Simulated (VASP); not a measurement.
# Ge (Fd-3m) in VASP: settings compared

Aim: see how the results for Ge move with the level of theory and the settings. Levels: B3LYP, PBEsol-based global hybrid, PBE-based screened hybrid. Tasks: single point.

Everything below comes from runs of VASP 6.6.1. Logs are shortened: lines on timing, memory, paths and dates and some standing lists are left out, and cuts for length are marked.

**1. The cell of the first run**

The structure is cubic, space group Fd-3m (No. 227). Conventional cell: a = 5.658 Å, b = 5.658 Å, c = 5.658 Å, α = 90.00°, β = 90.00°, γ = 90.00°. Within 3.2 Å of Ge (site symmetry -43m) lie 4 Ge at 2.45 Å.

**2. Single point, B3LYP**

File POSCAR:

```
Ge
1.0
    0.0000000000      2.8289100000      2.8289100000
    2.8289100000      0.0000000000      2.8289100000
    2.8289100000      2.8289100000      0.0000000000
Ge
2
Direct
    0.7500000000      0.7500000000      0.7500000000
    0.5000000000      0.5000000000      0.5000000000
```

File INCAR.step1:

```
SYSTEM = Ge
PREC = Accurate
ENCUT = 520
EDIFF = 1E-5
ISMEAR = -1
SIGMA = 0.05
LREAL = .False.
LASPH = .True.
NELM = 60
ALGO = Normal
ISIF = 2
LWAVE = .True.
NBANDS = 21
GGA = PE
```

File INCAR.step2:

```
SYSTEM = Ge
PREC = Accurate
ENCUT = 520
EDIFF = 1E-7
ISMEAR = -1
SIGMA = 0.05
LREAL = .False.
LASPH = .True.
NELM = 60
ALGO = Normal
ISIF = 2
LWAVE = .False.
LCHARG = .True.
GGA = B3
LHFCALC = .True.
AEXX = 0.2
AGGAX = 0.72
AGGAC = 0.81
ALDAC = 0.19
PRECFOCK = Normal
LELF = .True.
LVHAR = .True.
NBANDS = 21
ISTART = 1
```

File KPOINTS:

```
regular mesh
0
Gamma
  4 4 4
  0 0 0
```

Potentials or basis: VASP PAW PBE potentials, release 64 (Ge_d).

The run is started by

```console
> cat potpaw_PBE.64/Ge_d/POTCAR > POTCAR
> cp INCAR.step1 INCAR
> mpirun -np 1 vasp_std > vasp.out
> cp INCAR.step2 INCAR
> mpirun -np 1 vasp_std > vasp.out
```

OUTCAR:

```text
SYSTEM = Ge
   PREC = Accurate
   ENCUT = 520
   EDIFF = 1E-7
   ISMEAR = -1
   LREAL = .False.
   LASPH = .True.
   NELM = 60
   ISIF = 2
   GGA = B3
   LHFCALC = .True.
   AEXX = 0.2
   PRECFOCK = Normal
   ISTART = 1

 ion  position               nearest neighbor table
   1  0.750  0.750  0.750-   2 2.45   2 2.45   2 2.45   2 2.45
   2  0.500  0.500  0.500-   1 2.45   1 2.45   1 2.45   1 2.45

  LATTYP: Found a face centered cubic cell.
 ALAT       =     5.6578200000

  Lattice vectors:

 A1 = (   0.0000000000,   2.8289100000,   2.8289100000)
 A2 = (   2.8289100000,   0.0000000000,   2.8289100000)
 A3 = (   2.8289100000,   2.8289100000,   0.0000000000)

Analysis of symmetry for initial positions (statically):
=====================================================================
 Subroutine PRICEL returns:
 Original cell was already a primitive cell.

 Routine SETGRP: Setting up the symmetry group for a
 face centered cubic supercell.

 Subroutine GETGRP returns: Found 48 space group operations
 (whereof 24 operations were pure point group operations)
 out of a pool of 48 trial point group operations.

The static configuration has the point symmetry T_d .
 The point group associated with its full space group is O_h .

Analysis of symmetry for dynamics (positions and initial velocities):
=====================================================================
 Subroutine PRICEL returns:
 Original cell was already a primitive cell.

 Routine SETGRP: Setting up the symmetry group for a
 face centered cubic supercell.

 Subroutine GETGRP returns: Found 48 space group operations
 (whereof 24 operations were pure point group operations)
 out of a pool of 48 trial point group operations.

The dynamic configuration has the point symmetry T_d .
 The point group associated with its full space group is O_h .

 Subroutine INISYM returns: Found 48 space group operations
 (whereof 24 operations are pure point group operations),
 and found     1 'primitive' translations

----------------------------------------------------------------------------------------

                                     Primitive cell

  volume of cell :      45.2780

  direct lattice vectors                    reciprocal lattice vectors
     0.000000000  2.828910000  2.828910000    -0.176746521  0.176746521  0.176746521
     2.828910000  0.000000000  2.828910000     0.176746521 -0.176746521  0.176746521
     2.828910000  2.828910000  0.000000000     0.176746521  0.176746521 -0.176746521

  length of vectors
     4.000682889  4.000682889  4.000682889     0.306133954  0.306133954  0.306133954

  position of ions in fractional coordinates (direct lattice)
     0.750000000  0.750000000  0.750000000
     0.500000000  0.500000000  0.500000000

  ion indices of the primitive-cell ions
   primitive index   ion index
                 1           1
                 2           2

----------------------------------------------------------------------------------------

 KPOINTS: regular mesh

Automatic generation of k-mesh.
 Grid dimensions read from file:
 generate k-points for:    4    4    4

 Generating k-lattice:

  Cartesian coordinates                     Fractional coordinates (reciprocal lattice)
    -0.044186630  0.044186630  0.044186630     0.250000000  0.000000000  0.000000000
     0.044186630 -0.044186630  0.044186630     0.000000000  0.250000000  0.000000000
     0.044186630  0.044186630 -0.044186630     0.000000000  0.000000000  0.250000000

  Length of vectors
     0.076533488  0.076533488  0.076533488

  Shift w.r.t. Gamma in fractional coordinates (k-lattice)
     0.000000000  0.000000000  0.000000000

 Subroutine IBZKPT returns following result:
 ===========================================

 Found      8 irreducible k-points:

 Following reciprocal coordinates:
            Coordinates               Weight
  0.000000  0.000000  0.000000      1.000000
  0.250000  0.000000  0.000000      8.000000
  0.500000  0.000000  0.000000      4.000000
  0.250000  0.250000  0.000000      6.000000
  0.500000  0.250000  0.000000     24.000000
 -0.250000  0.250000  0.000000     12.000000
  0.500000  0.500000  0.000000      3.000000
 -0.250000  0.500000  0.250000      6.000000
   k-points           NKPTS =      8   k-points in BZ     NKDIM =     64   number of bands    NBANDS=     21
   number of dos      NEDOS =    301   number of ions     NIONS =      2
   total plane-waves  NPLWV =  27000
   dimension x,y,z NGX =    30 NGY =   30 NGZ =   30
   dimension x,y,z NGXF=    60 NGYF=   60 NGZF=   60
   ions per type =               2
   NGX,Y,Z   is equivalent  to a cutoff of  12.47, 12.47, 12.47 a.u.
   NGXF,Y,Z  is equivalent  to a cutoff of  24.93, 24.93, 24.93 a.u.
 SYSTEM =  Ge
   PREC   = accura    normal or accurate (medium, high low for compatibility)
   ISTART =      1    job   : 0-new  1-cont  2-samecut
   ICHARG =      0    charge: 1-file 2-atom 10-const
   ISPIN  =      1    spin polarized calculation?
   LNONCOLLINEAR =      F non collinear calculations
   LSORBIT =      F    spin-orbit coupling
   LASPH  =      T    aspherical Exc in radial PAW
   ENCUT  =  520.0 eV  38.22 Ry    6.18 a.u.   7.44  7.44  7.44*2*pi/ulx,y,z
   NELM   =     60;   NELMIN=  2; NELMDL=  0     # of ELM steps
   EDIFF  = 0.1E-06   stopping-criterion for ELM
   LREAL  =      F    real-space projection
   EDIFFG = 0.1E-05   stopping-criterion for IOM
   NSW    =      0    number of steps for IOM
   IBRION =     -1    ionic relax: 0-MD 1-quasi-New 2-CG
   NFREE  =      0    steps in history (QN), initial steepest desc. (CG)
   ISIF   =      2    stress and relaxation
   ISYM   =      3    0-nonsym 1-usesym 2-fastsym
   POTIM  = 0.5000    time-step for ionic-motion
   TEBEG  =    0.0;   TEEND  =   0.0 temperature during run
   PSTRESS=    0.0 pullay stress
   NELECT =      28.0000    total number of electrons
   NUPDOWN=      -1.0000    fix difference up-down
   EMIN   =  10.00;   EMAX   =-10.00  energy-range for DOS
   EFERMI =   0.00;   METHOD = LEGACY
   ISMEAR =    -1;   SIGMA  =   0.05  broadening in eV -4-tet -1-fermi 0-gaus
   EFERMI_NEDOS =   21; number of points for ismear=-14 and -15
   IALGO  =     38    algorithm
   IMIX   =      1    mixing-type and parameters
     AMIX     =   0.40;   BMIX     =  1.00
     AMIX_MAG =   1.60;   BMIX_MAG =  1.00
  volume/ion in A,a.u.               =      22.64       152.78
  Fermi-wavevector in a.u.,A,eV,Ry     =   1.394756  2.635708 26.468033  1.945346
  Thomas-Fermi vector in A             =   2.518275
   LORBIT       =      0    0 simple, 1 ext, 2 COOP (PROOUT), +10 PAW based schemes
   GGA     = B3    functional components
   LHFCALC =     T    Hartree Fock is set to
   PRECFOCK=normal    Normal, Fast or Accurate (Low or Medium for compatibility)
   ENCUT4O =  -1.0   cutoff for four orbital integrals eV
   NKREDX  =     1    reduce k-point grid by
   NKREDY  =     1    reduce k-point grid by
   NKREDZ  =     1    reduce k-point grid by
   AEXX    =    0.2000 exact exchange contribution
   HFSCREEN=    0.0000 screening length (either q_TF or 0.3 A-1)
   HFSCREENC=   0.0000 screening length for correlation (either q_TF or 0.3 A-1)
   ENCUTFOCK=  -1.0 apply spherical cutoff to Coloumb kernel
   IVDW    =     0    specifies the selected vdW correction
   LEPSILON=     F    determine dielectric tensor
   LRPA    =     F    only Hartree local field effects (RPA)
 non-spin polarized calculation
  energy-cutoff  :      520.00
  volume of cell :       45.28
 maximum number of plane-waves:      1243
 NGX is ok and might be reduce to    30
  NGX = 24; NGY = 24; NGZ = 24

 number of electron      28.0000022 magnetization

 Free energy of the ion-electron system (eV)
  ---------------------------------------------------
  ext. energy  EPLUGINS =         0.00000000
  ---------------------------------------------------
  free energy    TOTEN  =        -9.66670551 eV

  energy without entropy =       -9.66670447  energy(sigma->0) =       -9.66670499

 E-fermi :   5.2560     XC(G=0):  -7.8858

 val. band max:        4.6753100402   @ k =   0.0000   0.0000   0.0000
 cond. band min:       5.7883529556   @ k =   0.0000   0.0000   0.0000
 fundamental gap:      1.1130429154
 Fermi energy:         5.2560103630

 k-point     1 :       0.0000    0.0000    0.0000
  band No.  band energies     occupation
      1     -22.6550      2.00000
      2     -22.6550      2.00000
      3     -22.6550      2.00000
      4     -22.6171      2.00000
      5     -22.6171      2.00000
      6     -22.4071      2.00000
[... 13 lines left out ...]
     20      15.6517      0.00000
     21      15.6517      0.00000

 k-point     2 :       0.2500    0.0000    0.0000
  band No.  band energies     occupation
      1     -22.6736      2.00000
      2     -22.6736      2.00000
      3     -22.6466      2.00000
      4     -22.5882      2.00000
      5     -22.5882      2.00000
      6     -22.4303      2.00000
[... 13 lines left out ...]
     20      14.4658      0.00000
     21      14.4658      0.00000

 k-point     3 :       0.5000    0.0000    0.0000
  band No.  band energies     occupation
      1     -22.6804      2.00000
      2     -22.6804      2.00000
      3     -22.6380      2.00000
      4     -22.5746      2.00000
      5     -22.5746      2.00000
      6     -22.4380      2.00000
[... 13 lines left out ...]
     20      17.4046      0.00000
     21      17.4979      0.00000

 k-point     4 :       0.2500    0.2500    0.0000
  band No.  band energies     occupation
      1     -22.6741      2.00000
      2     -22.6741      2.00000
      3     -22.6610      2.00000
      4     -22.5825      2.00000
      5     -22.5470      2.00000
      6     -22.4933      2.00000
[... 13 lines left out ...]
     20      16.4081      0.00000
     21      16.7621      0.00000

 k-point     5 :       0.5000    0.2500    0.0000
  band No.  band energies     occupation
      1     -22.7017      2.00000
      2     -22.6867      2.00000
      3     -22.6170      2.00000
      4     -22.5473      2.00000
      5     -22.5281      2.00000
      6     -22.5096      2.00000
[... 13 lines left out ...]
     20      17.6401      0.00000
     21      18.0790      0.00000

 k-point     6 :      -0.2500    0.2500    0.0000
  band No.  band energies     occupation
      1     -22.6969      2.00000
      2     -22.6891      2.00000
      3     -22.6112      2.00000
      4     -22.5722      2.00000
      5     -22.5443      2.00000
      6     -22.4721      2.00000
[... 13 lines left out ...]
     20      15.6941      0.00000
     21      18.2351      0.00000

 k-point     7 :       0.5000    0.5000    0.0000
  band No.  band energies     occupation
      1     -22.6903      2.00000
      2     -22.6903      2.00000
      3     -22.6023      2.00000
      4     -22.6023      2.00000
      5     -22.5009      2.00000
      6     -22.5009      2.00000
[... 13 lines left out ...]
     20      17.9235      0.00000
     21      19.1077      0.00000

 k-point     8 :      -0.2500    0.5000    0.2500
  band No.  band energies     occupation
      1     -22.7040      2.00000
      2     -22.7040      2.00000
      3     -22.5600      2.00000
      4     -22.5600      2.00000
      5     -22.5088      2.00000
      6     -22.5088      2.00000
[... 13 lines left out ...]
     20      17.3120      0.00000
     21      19.3024      0.00000

------------------------ aborting loop because EDIFF is reached ----------------------------------------

  FORCE on cell =-STRESS in cart. coord.  units (eV):
  Direction    XX          YY          ZZ          XY          YZ          ZX
  --------------------------------------------------------------------------------------
  -------------------------------------------------------------------------------------
  Total        1.2447031      1.2447031      1.2447031      0.0000000      0.0000000     -0.0000000
  in kB       44.0442228     44.0442228     44.0442228      0.0000000      0.0000000     -0.0000000
  external PRESSURE =      44.0442228 kB  Pullay stress =       0.0000000 kB

 VOLUME and BASIS-vectors are now :
 -----------------------------------------------------------------------------
  energy-cutoff  :      520.00
  volume of cell :       45.28
      direct lattice vectors                 reciprocal lattice vectors
     0.000000000  2.828910000  2.828910000    -0.176746521  0.176746521  0.176746521
     2.828910000  0.000000000  2.828910000     0.176746521 -0.176746521  0.176746521
     2.828910000  2.828910000  0.000000000     0.176746521  0.176746521 -0.176746521

 POSITION                                       TOTAL-FORCE (eV/Angst)
 -----------------------------------------------------------------------------------
      4.24336      4.24336      4.24336         0.000000      0.000000      0.000000
      2.82891      2.82891      2.82891         0.000000      0.000000     -0.000000
 -----------------------------------------------------------------------------------
    total drift:                               -0.000001     -0.000000     -0.000001

  FREE ENERGIE OF THE ION-ELECTRON SYSTEM (eV)
  ---------------------------------------------------
  free  energy   TOTEN  =        -9.6667055139 eV

  energy  without entropy=       -9.6667044687  energy(sigma->0) =       -9.66670499
```

Wall time 16 min (1 thread of Intel Xeon Platinum 8259CL at 2.50GHz (Skylake/Cascade Lake), shared host); peak memory 0.17 GiB.

Results:

```
Free energy            : -9.6667 eV
Pressure               : 4.4 GPa
Band gap on the k mesh : 1.11 eV, direct
```

Caveat: the k points lie up to 0.48 Å⁻¹ apart; the PAW data sets were made with another functional, which shifts forces and pressure a little.

**3. Single point, PBEsol-based global hybrid**

POSCAR is that of step 2.

File INCAR.step1:

```
ALGO = Normal
EDIFF = 1E-5
ENCUT = 520
GGA = PE
ISIF = 2
ISMEAR = -1
LASPH = True
LCHARG = False
LREAL = False
LWAVE = True
NBANDS = 21
NELM = 60
PREC = Accurate
SIGMA = 0.05
```

File INCAR.step2:

```
AEXX = 0.25
ALGO = Normal
EDIFF = 1E-6
ENCUT = 520
GGA = PS
ISIF = 2
ISMEAR = -1
ISTART = 1
LASPH = True
LCHARG = False
LHFCALC = True
LREAL = False
LWAVE = False
NBANDS = 21
NELM = 60
PREC = Accurate
PRECFOCK = Normal
SIGMA = 0.05
```

File KPOINTS:

```
k-points
0
Gamma
  4 4 4
```

Potentials or basis: VASP PAW PBE potentials, release 64 (Ge_d).

The run is started by

```console
> cat potpaw_PBE.64/Ge_d/POTCAR > POTCAR
> cp INCAR.step1 INCAR
> mpirun -np 1 vasp_std > vasp.out
> cp INCAR.step2 INCAR
> mpirun -np 1 vasp_std > vasp.out
```

It took 14 min on 1 thread of Intel Xeon Platinum 8259CL at 2.50GHz (Skylake/Cascade Lake), shared host; peak memory 0.17 GiB.

The run converged. Its results:

```
Free energy            : -12.0796 eV
Pressure               : -1.2 GPa
Band gap on the k mesh : 1.53 eV, indirect (least direct gap 1.61 eV)
```

Levels at points of the mesh, in eV from the valence-band top:
```csv
k point,band 10,band 11,band 12,band 13,band 14,band 15,band 16,band 17,band 18,band 19
"(0.00, 0.00, 0.00)",-27.66,-14.11,0.00,0.00,0.00,1.61,3.96,3.96,3.96,7.82
"(0.50, 0.00, 0.00)",-27.64,-11.77,-8.36,-1.53,-1.53,1.53,5.19,5.19,8.55,12.26
"(0.50, 0.50, 0.00)",-27.62,-9.76,-9.76,-3.38,-3.38,1.95,1.95,11.56,11.56,13.56
```

Caveat: the k points lie up to 0.48 Å⁻¹ apart; the PAW data sets were made with another functional, which shifts forces and pressure a little.

**4. Single point, PBE-based screened hybrid**

POSCAR is that of step 3.

File INCAR.step1:

```
SYSTEM = Ge
ALGO = Normal ; EDIFF = 1E-5
ENCUT = 520 ; GGA = PE
ISIF = 2 ; ISMEAR = -1
LASPH = .True. ; LREAL = .False.
LWAVE = .True. ; NBANDS = 21
NELM = 60 ; PREC = Accurate
SIGMA = 0.05
```

File INCAR.step2:

```
SYSTEM = Ge
AEXX = 0.25 ; ALGO = Normal
EDIFF = 1E-6 ; ENCUT = 520
GGA = PE ; HFSCREEN = 0.3
ISIF = 2 ; ISMEAR = -1
ISTART = 1 ; LASPH = .True.
LCHARG = .True. ; LELF = .True.
LHFCALC = .True. ; LREAL = .False.
LVHAR = .True. ; LWAVE = .False.
NBANDS = 21 ; NELM = 60
PREC = Accurate ; PRECFOCK = Normal
SIGMA = 0.05
```

File KPOINTS:

```
k-points
0
Gamma
  4 4 4
  0 0 0
```

The run is started by

```console
> cat potpaw_PBE.64/Ge_d/POTCAR > POTCAR
> cp INCAR.step1 INCAR
> mpirun -np 1 vasp_std > vasp.out
> cp INCAR.step2 INCAR
> mpirun -np 1 vasp_std > vasp.out
```

It took 16 min on 1 thread of Intel Xeon Platinum 8259CL at 2.50GHz (Skylake/Cascade Lake), shared host; peak memory 0.27 GiB.

It converged, with:

```
Free energy            : -10.1150 eV
Pressure               : 1.5 GPa
Band gap on the k mesh : 0.72 eV, indirect (least direct gap 0.79 eV)
```

Levels at points of the mesh, in eV from the valence-band top:
| k point | band 10 | band 11 | band 12 | band 13 | band 14 | band 15 | band 16 | band 17 | band 18 | band 19 |
| --- | --- | --- | --- | --- | --- | --- | --- | --- | --- | --- |
| (0.00, 0.00, 0.00) | -27.54 | -13.89 | 0.00 | 0.00 | 0.00 | 0.79 | 3.08 | 3.08 | 3.08 | 7.09 |
| (0.50, 0.00, 0.00) | -27.52 | -11.57 | -8.16 | -1.50 | -1.50 | 0.72 | 4.30 | 4.30 | 7.77 | 11.43 |
| (0.50, 0.50, 0.00) | -27.51 | -9.57 | -9.57 | -3.30 | -3.30 | 1.16 | 1.16 | 10.59 | 10.59 | 12.67 |

Caveat: the k points lie up to 0.48 Å⁻¹ apart; the PAW data sets were made with another functional, which shifts forces and pressure a little. A k mesh can miss the band edges.

**5. Summary**

| level | share of exact exchange | screening parameter | gap on the mesh (eV) | pressure (GPa) |
| --- | --- | --- | --- | --- |
| B3LYP | - | - | 1.11 | 4.4 |
| PBEsol-based global hybrid | 0.25 | - | 1.53 | -1.2 |
| PBE-based screened hybrid | 0.25 | 0.3 1/Å | 0.72 | 1.5 |

Alike in all rows: task single point; potentials or basis VASP PAW PBE potentials, release 64 (Ge_d); no spin polarisation; cell as given; k mesh 4 × 4 × 4; cutoff (eV) 520; smearing fermi-dirac 0.05 eV.

Caveats: all runs use coarse meshes; the PAW data sets were made with another functional, which shifts forces and pressure a little.

Absolute energies hang on the potentials; compare differences alone.
